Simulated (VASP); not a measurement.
# Zn (Im-3m) in VASP: a series of runs

The runs below take Zn through single point, with PBE0, HSE06.

All numbers are computed with VASP 6.6.1; they aren't measurements. Logs are shortened: lines on timing, memory, paths and dates and some standing lists are left out, and cuts for length are marked.

**1. The cell of the first run**

It takes space group Im-3m (No. 229, cubic). Conventional cell: a = 3.179 Å, b = 3.179 Å, c = 3.179 Å, α = 90.00°, β = 90.00°, γ = 90.00°. Within 3.6 Å of Zn (site symmetry m-3m) lie 14 Zn at 2.75 to 3.18 Å.

This isn't the form of Zn at room conditions, which is hcp.

**2. Single point, PBE0**

Input file POSCAR:

```
Zn
1.0
   -1.5896845915      1.5896845915      1.5896845915
    1.5896845915     -1.5896845915      1.5896845915
    1.5896845915      1.5896845915     -1.5896845915
Zn
1
Direct
    0.0000000000      0.0000000000      0.0000000000
```

Input file INCAR.step1:

```
SYSTEM = Zn
PREC = Accurate
ENCUT = 520
EDIFF = 1E-5
ISMEAR = -1
SIGMA = 0.05
LREAL = .False.
LASPH = .True.
NELM = 60
ALGO = Normal
ISIF = 2
LWAVE = .True.
GGA = PE
NBANDS = 12
```

Input file INCAR.step2:

```
SYSTEM = Zn
PREC = Accurate
ENCUT = 520
EDIFF = 1E-7
ISMEAR = -1
SIGMA = 0.05
LREAL = .False.
LASPH = .True.
NELM = 60
ALGO = Normal
ISIF = 2
LWAVE = .False.
LCHARG = .True.
GGA = PE
LHFCALC = .True.
AEXX = 0.25
PRECFOCK = Normal
LELF = .True.
LVHAR = .True.
ISTART = 1
NBANDS = 12
```

Input file KPOINTS:

```
regular mesh
0
Gamma
  6 6 6
  0 0 0
```

Potentials or basis: VASP PAW PBE potentials, release 64 (Zn).

On the command line:

```console
cat potpaw_PBE.64/Zn/POTCAR > POTCAR
cp INCAR.step1 INCAR
mpirun -np 1 vasp_std > vasp.out
cp INCAR.step2 INCAR
mpirun -np 1 vasp_std > vasp.out
```

OUTCAR:

```text
SYSTEM = Zn
   PREC = Accurate
   ENCUT = 520
   EDIFF = 1E-7
   ISMEAR = -1
   LREAL = .False.
   LASPH = .True.
   NELM = 60
   ISIF = 2
   GGA = PE
   LHFCALC = .True.
   AEXX = 0.25
   PRECFOCK = Normal
   ISTART = 1

 ion  position               nearest neighbor table
   1  0.000  0.000  0.000-

  LATTYP: Found a body centered cubic cell.
 ALAT       =     3.1793691830

  Lattice vectors:

 A1 = (  -1.5896845915,   1.5896845915,   1.5896845915)
 A2 = (   1.5896845915,  -1.5896845915,   1.5896845915)
 A3 = (   1.5896845915,   1.5896845915,  -1.5896845915)

Analysis of symmetry for initial positions (statically):
=====================================================================
 Subroutine PRICEL returns:
 Original cell was already a primitive cell.

 Routine SETGRP: Setting up the symmetry group for a
 body centered cubic supercell.

 Subroutine GETGRP returns: Found 48 space group operations
 (whereof 48 operations were pure point group operations)
 out of a pool of 48 trial point group operations.

The static configuration has the point symmetry O_h .

Analysis of symmetry for dynamics (positions and initial velocities):
=====================================================================
 Subroutine PRICEL returns:
 Original cell was already a primitive cell.

 Routine SETGRP: Setting up the symmetry group for a
 body centered cubic supercell.

 Subroutine GETGRP returns: Found 48 space group operations
 (whereof 48 operations were pure point group operations)
 out of a pool of 48 trial point group operations.

The dynamic configuration has the point symmetry O_h .

 Subroutine INISYM returns: Found 48 space group operations
 (whereof 48 operations are pure point group operations),
 and found     1 'primitive' translations

----------------------------------------------------------------------------------------

                                     Primitive cell

  volume of cell :      16.0691

  direct lattice vectors                    reciprocal lattice vectors
    -1.589684591  1.589684591  1.589684591     0.000000000  0.314527802  0.314527802
     1.589684591 -1.589684591  1.589684591     0.314527802  0.000000000  0.314527802
     1.589684591  1.589684591 -1.589684591     0.314527802  0.314527802  0.000000000

  length of vectors
     2.753414480  2.753414480  2.753414480     0.444809483  0.444809483  0.444809483

  position of ions in fractional coordinates (direct lattice)
[... 82 lines left out ...]
   EFERMI =   0.00;   METHOD = LEGACY
   ISMEAR =    -1;   SIGMA  =   0.05  broadening in eV -4-tet -1-fermi 0-gaus
   EFERMI_NEDOS =   21; number of points for ismear=-14 and -15
   IALGO  =     38    algorithm
   IMIX   =      1    mixing-type and parameters
     AMIX     =   0.40;   BMIX     =  1.00
     AMIX_MAG =   1.60;   BMIX_MAG =  1.00
  volume/ion in A,a.u.               =      16.07       108.44
  Fermi-wavevector in a.u.,A,eV,Ry     =   1.485266  2.806746 30.014664  2.206016
  Thomas-Fermi vector in A             =   2.598699
   LORBIT       =      0    0 simple, 1 ext, 2 COOP (PROOUT), +10 PAW based schemes
   GGA     = PE    functional components
   LHFCALC =     T    Hartree Fock is set to
   PRECFOCK=normal    Normal, Fast or Accurate (Low or Medium for compatibility)
   ENCUT4O =  -1.0   cutoff for four orbital integrals eV
   NKREDX  =     1    reduce k-point grid by
   NKREDY  =     1    reduce k-point grid by
   NKREDZ  =     1    reduce k-point grid by
   AEXX    =    0.2500 exact exchange contribution
   HFSCREEN=    0.0000 screening length (either q_TF or 0.3 A-1)
   HFSCREENC=   0.0000 screening length for correlation (either q_TF or 0.3 A-1)
   ENCUTFOCK=  -1.0 apply spherical cutoff to Coloumb kernel
   IVDW    =     0    specifies the selected vdW correction
   LEPSILON=     F    determine dielectric tensor
   LRPA    =     F    only Hartree local field effects (RPA)
 non-spin polarized calculation
  energy-cutoff  :      520.00
  volume of cell :       16.07
 maximum number of plane-waves:       444
  NGX = 16; NGY = 16; NGZ = 16

 number of electron      11.9999990 magnetization

 Free energy of the ion-electron system (eV)
  ---------------------------------------------------
  ext. energy  EPLUGINS =         0.00000000
  ---------------------------------------------------
  free energy    TOTEN  =        -1.20067550 eV

  energy without entropy =       -1.19755102  energy(sigma->0) =       -1.19911326

 E-fermi :   3.2651     XC(G=0):  -8.8411

 val. band max:        2.1729207084   @ k =   0.3333   0.1667   0.1667
 cond. band min:       3.3199977335   @ k =   0.3333   0.1667   0.1667
 fundamental gap:      1.1470770251
 Fermi energy:         3.2650655876

 k-point     1 :       0.0000    0.0000    0.0000
  band No.  band energies     occupation
      1      -8.9803      2.00000
      2      -7.5324      2.00000
      3      -7.5324      2.00000
      4      -7.5324      2.00000
      5      -7.0759      2.00000
      6      -7.0759      2.00000
      7      22.9941      0.00000
      8      22.9941      0.00000
      9      22.9941      0.00000
     10      24.4263      0.00000
     11      24.4263      0.00000
     12      24.4263      0.00000
[... 211 lines left out ...]
 k-point    16 :       0.5000    0.5000    0.5000
  band No.  band energies     occupation
      1      -8.0328      2.00000
      2      -8.0328      2.00000
      3      -6.7958      2.00000
      4      -6.7958      2.00000
      5      -6.7958      2.00000
      6       7.8606      0.00000
      7       7.8606      0.00000
      8       7.8606      0.00000
      9      11.3503      0.00000
     10      12.0225      0.00000
     11      12.0225      0.00000
     12      36.7258      0.00000

------------------------ aborting loop because EDIFF is reached ----------------------------------------

  FORCE on cell =-STRESS in cart. coord.  units (eV):
  Direction    XX          YY          ZZ          XY          YZ          ZX
  --------------------------------------------------------------------------------------
  -------------------------------------------------------------------------------------
  Total       -0.2760385     -0.2760385     -0.2760385      0.0000000      0.0000000     -0.0000000
  in kB      -27.5224691    -27.5224691    -27.5224691      0.0000000      0.0000000     -0.0000000
  external PRESSURE =     -27.5224691 kB  Pullay stress =       0.0000000 kB

 VOLUME and BASIS-vectors are now :
 -----------------------------------------------------------------------------
  energy-cutoff  :      520.00
  volume of cell :       16.07
      direct lattice vectors                 reciprocal lattice vectors
    -1.589684591  1.589684591  1.589684591     0.000000000  0.314527802  0.314527802
     1.589684591 -1.589684591  1.589684591     0.314527802  0.000000000  0.314527802
     1.589684591  1.589684591 -1.589684591     0.314527802  0.314527802  0.000000000

 POSITION                                       TOTAL-FORCE (eV/Angst)
 -----------------------------------------------------------------------------------
      0.00000      0.00000      0.00000        -0.000000      0.000000     -0.000000
 -----------------------------------------------------------------------------------
    total drift:                               -0.000000     -0.000000     -0.000000

  FREE ENERGIE OF THE ION-ELECTRON SYSTEM (eV)
  ---------------------------------------------------
  free  energy   TOTEN  =        -1.2006754959 eV

  energy  without entropy=       -1.1975510207  energy(sigma->0) =       -1.19911326
```

OUTCAR.step1:

```text
SYSTEM = Zn
   PREC = Accurate
   ENCUT = 520
   EDIFF = 1E-5
   ISMEAR = -1
   LREAL = .False.
[... 446 lines left out ...]
 -----------------------------------------------------------------------------------
      0.00000      0.00000      0.00000        -0.000000      0.000000     -0.000000
 -----------------------------------------------------------------------------------
    total drift:                                0.000000     -0.000000      0.000000

  FREE ENERGIE OF THE ION-ELECTRON SYSTEM (eV)
  ---------------------------------------------------
  free  energy   TOTEN  =        -1.0277026809 eV

  energy  without entropy=       -1.0243598579  energy(sigma->0) =       -1.02603127
```

OSZICAR.step1:

```text
N       E                     dE             d eps       ncg     rms          rms(c)
DAV:   1     0.438801607969E+02    0.43880E+02   -0.65562E+03   392   0.153E+03
DAV:   2     0.130520665576E+00   -0.43750E+02   -0.42125E+02   392   0.215E+02
DAV:   3    -0.110793327545E+01   -0.12385E+01   -0.12361E+01   464   0.371E+01
DAV:   4    -0.111053079645E+01   -0.25975E-02   -0.25974E-02   424   0.168E+00
DAV:   5    -0.111053302251E+01   -0.22261E-05   -0.22258E-05   448   0.472E-02    0.250E+00
DAV:   6    -0.103341670941E+01    0.77116E-01   -0.39531E-01   436   0.126E+01    0.196E+00
DAV:   7    -0.102952191105E+01    0.38948E-02   -0.73809E-03   408   0.159E+00    0.984E-01
DAV:   8    -0.102769081005E+01    0.18311E-02   -0.10895E-03   480   0.464E-01    0.430E-02
DAV:   9    -0.102770213880E+01   -0.11329E-04   -0.72344E-05   484   0.109E-01    0.186E-02
DAV:  10    -0.102770268086E+01   -0.54206E-06   -0.42847E-06   256   0.337E-02
   1 F= -.10277027E+01 E0= -.10260313E+01  d E =-.334282E-02
```

Wall time 16 min (1 thread of Intel Xeon Platinum 8375C at 2.90GHz (Ice Lake), shared host); peak memory 0.13 GiB.

Results:

| Property | Result |
| --- | --- |
| Free energy | -1.2007 eV |
| Pressure | -2.8 GPa |
| Band gap on the k mesh | zero (bands 6 and 7 overlap by 6.53 eV) |

Levels at points of the mesh, in eV from the Fermi level:
| k point | band 2 | band 3 | band 4 | band 5 | band 6 | band 7 | band 8 | band 9 | band 10 | band 11 |
| --- | --- | --- | --- | --- | --- | --- | --- | --- | --- | --- |
| (0.00, 0.00, 0.00) | -10.80 | -10.80 | -10.80 | -10.34 | -10.34 | 19.73 | 19.73 | 19.73 | 21.16 | 21.16 |
| (0.50, 0.00, 0.00) | -11.07 | -10.35 | -10.31 | -9.99 | -3.70 | -1.93 | 11.95 | 13.23 | 15.71 | 17.21 |
| (0.50, 0.50, 0.50) | -11.30 | -10.06 | -10.06 | -10.06 | 4.60 | 4.60 | 4.60 | 8.09 | 8.76 | 8.76 |

Caveat: the k points lie up to 0.47 Å⁻¹ apart, too coarse for converged energies and pressures of a metal; the PAW data sets were made with another functional, which shifts forces and pressure a little.

**3. Single point, PBE0**

This run uses another cell than the first one, of 16.38 Å³/atom.

Input file POSCAR:

```
Zn
1.0
   -1.5998102441      1.5998102441      1.5998102441
    1.5998102441     -1.5998102441      1.5998102441
    1.5998102441      1.5998102441     -1.5998102441
Zn
1
Direct
    0.0000000000      0.0000000000      0.0000000000
```

Input file INCAR.step1:

```
PREC = Accurate ; ENCUT = 520
EDIFF = 1E-5 ; ISMEAR = -1
SIGMA = 0.05 ; LREAL = False
LASPH = True ; NELM = 100
ALGO = Normal ; ISIF = 2
LWAVE = True ; LCHARG = False
GGA = PE ; NBANDS = 12
```

Input file INCAR.step2:

```
PREC = Accurate ; ENCUT = 520
EDIFF = 1E-6 ; ISMEAR = -1
SIGMA = 0.05 ; LREAL = False
LASPH = True ; NELM = 100
ALGO = Normal ; ISIF = 2
LWAVE = False ; LCHARG = False
GGA = PE ; LHFCALC = True
AEXX = 0.25 ; PRECFOCK = Normal
ISTART = 1 ; NBANDS = 12
```

Input file KPOINTS:

```
regular mesh
0
Gamma
  6 6 6
```

Potentials or basis: VASP PAW PBE potentials, release 64 (Zn).

On the command line:

```console
cat potpaw_PBE.64/Zn/POTCAR > POTCAR
cp INCAR.step1 INCAR
mpirun -np 1 vasp_std > vasp.out
cp INCAR.step2 INCAR
mpirun -np 1 vasp_std > vasp.out
```

OUTCAR:

```text
PREC = Accurate
   ENCUT = 520
   EDIFF = 1E-6
   ISMEAR = -1
   LREAL = False
   LASPH = True
   NELM = 100
   ISIF = 2
   GGA = PE
   LHFCALC = True
   AEXX = 0.25
   PRECFOCK = Normal
   ISTART = 1

 ion  position               nearest neighbor table
   1  0.000  0.000  0.000-

  LATTYP: Found a body centered cubic cell.
 ALAT       =     3.1996204882
[... 417 lines left out ...]
      6       7.6945      0.00000
      7       7.6945      0.00000
      8       7.6945      0.00000
      9      10.9931      0.00000
     10      11.8172      0.00000
     11      11.8172      0.00000
     12      36.2605      0.00000

------------------------ aborting loop because EDIFF is reached ----------------------------------------

  FORCE on cell =-STRESS in cart. coord.  units (eV):
  Direction    XX          YY          ZZ          XY          YZ          ZX
  --------------------------------------------------------------------------------------
  -------------------------------------------------------------------------------------
  Total       -0.4085380     -0.4085380     -0.4085380      0.0000000      0.0000000      0.0000000
  in kB      -39.9647987    -39.9647987    -39.9647987      0.0000000      0.0000000      0.0000000
  external PRESSURE =     -39.9647987 kB  Pullay stress =       0.0000000 kB

 VOLUME and BASIS-vectors are now :
 -----------------------------------------------------------------------------
  energy-cutoff  :      520.00
  volume of cell :       16.38
      direct lattice vectors                 reciprocal lattice vectors
    -1.599810244  1.599810244  1.599810244     0.000000000  0.312537066  0.312537066
     1.599810244 -1.599810244  1.599810244     0.312537066  0.000000000  0.312537066
     1.599810244  1.599810244 -1.599810244     0.312537066  0.312537066  0.000000000

 POSITION                                       TOTAL-FORCE (eV/Angst)
 -----------------------------------------------------------------------------------
      0.00000      0.00000      0.00000        -0.000000      0.000000     -0.000000
 -----------------------------------------------------------------------------------
    total drift:                               -0.000000     -0.000000     -0.000000

  FREE ENERGIE OF THE ION-ELECTRON SYSTEM (eV)
  ---------------------------------------------------
  free  energy   TOTEN  =        -1.1943646004 eV

  energy  without entropy=       -1.1912403710  energy(sigma->0) =       -1.19280249
```

OSZICAR.step1:

```text
N       E                     dE             d eps       ncg     rms          rms(c)
DAV:   1     0.407120618200E+02    0.40712E+02   -0.63956E+03   408   0.148E+03
DAV:   2    -0.145006225744E-01   -0.40727E+02   -0.38615E+02   388   0.204E+02
DAV:   3    -0.109871377503E+01   -0.10842E+01   -0.10833E+01   452   0.342E+01
DAV:   4    -0.110076708633E+01   -0.20533E-02   -0.20532E-02   420   0.152E+00
DAV:   5    -0.110076877664E+01   -0.16903E-05   -0.16906E-05   416   0.414E-02    0.239E+00
DAV:   6    -0.102721188280E+01    0.73557E-01   -0.37716E-01   424   0.123E+01    0.189E+00
DAV:   7    -0.102354615835E+01    0.36657E-02   -0.67759E-03   428   0.155E+00    0.949E-01
DAV:   8    -0.102182827510E+01    0.17179E-02   -0.11151E-03   476   0.467E-01    0.434E-02
DAV:   9    -0.102184094724E+01   -0.12672E-04   -0.66146E-05   440   0.969E-02    0.186E-02
DAV:  10    -0.102184191283E+01   -0.96559E-06   -0.35298E-06   256   0.280E-02
   1 F= -.10218419E+01 E0= -.10199660E+01  d E =-.375182E-02
```

Wall time 8.9 min (1 thread of Intel Xeon Platinum 8375C at 2.90GHz (Ice Lake), shared host); peak memory 0.14 GiB.

Results:

* Free energy: -1.1944 eV
* Pressure: -4.0 GPa
* Band gap on the k mesh: zero (bands 6 and 7 overlap by 6.52 eV)

Levels at points of the mesh, in eV from the Fermi level:
```
           k point  band 3  band 4  band 5  band 6  band 7  band 8  band 9  band 10
(0.00, 0.00, 0.00)  -10.71  -10.71  -10.27  -10.27   19.45   19.45   19.45    21.03
(0.50, 0.00, 0.00)  -10.28  -10.24   -9.94   -3.58   -1.92   11.83   13.13    15.58
(0.50, 0.50, 0.50)  -10.00  -10.00  -10.00    4.60    4.60    4.60    7.90     8.72
```

Caveat: the k points lie up to 0.46 Å⁻¹ apart, too coarse for converged energies and pressures of a metal; the PAW data sets were made with another functional, which shifts forces and pressure a little.

(Part 1 of 2 ends here.)

The gap in the log of VASP goes by the Fermi energy; the results here count the filled bands.